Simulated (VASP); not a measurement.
Write the native input for VASP 6.6.1 that does the following.

* Task: single point
* Functional: PBE
* Dispersion: D3(BJ)
* Potentials or basis: VASP PAW PBE potentials, release 64 (Pt)
* Cutoff: 520 eV
* k mesh: 9 × 9 × 15
* Occupations: gaussian, width 0.1 eV
* Spin: no spin polarisation
* Dipole correction: no
* Further INCAR settings: ALGO = Fast; EDIFF = 1e-07; NBANDS = 28

The structure of Pt lies in POSCAR:

```
Pt
1.0
    5.4684362384      0.0000000000      0.0000000000
   -2.7342181192      4.7358047015      0.0000000000
   -1.3671090596      0.7893007836      2.3116355892
Pt
4
Direct
    0.0000000000      0.5000000000      0.0000000000
    0.5000000000      0.5000000000      0.0000000000
    0.0000000000      0.0000000000      0.0000000000
    0.5000000000      0.0000000000      0.0000000000
```

One way to write it, as run:

INCAR

```
SYSTEM = Pt
PREC = Accurate ; ENCUT = 520
EDIFF = 1E-7 ; ISMEAR = 0
SIGMA = 0.1 ; LREAL = .FALSE.
LASPH = .TRUE. ; NELM = 60
ALGO = Fast ; ISIF = 2
LWAVE = .FALSE. ; LCHARG = .FALSE.
GGA = PE ; IVDW = 12
NBANDS = 28
```

KPOINTS

```
regular mesh
0
G
  9 9 15
  0 0 0
```

Potentials or basis: VASP PAW PBE potentials, release 64 (Pt).

The run is started by

```console
$ cat potpaw_PBE.64/Pt/POTCAR > POTCAR
$ mpirun -np 1 vasp_std > vasp.out
```

It gave:

- Pressure: 3.4 GPa
- Band gap on the k mesh: zero (bands 20 and 21 overlap by 1.57 eV)
- Dispersion energy per atom: -0.786 eV

Caveat: the stress differs along the axes, from -1 to 5 GPa; spin-orbit coupling is left out, which moves the levels of the heavy elements.

Run time: 4.5 min on 1 thread of Intel(R) Xeon(R) 6975P-C (Granite Rapids), with other jobs on the host, peak memory 0.53 GiB.
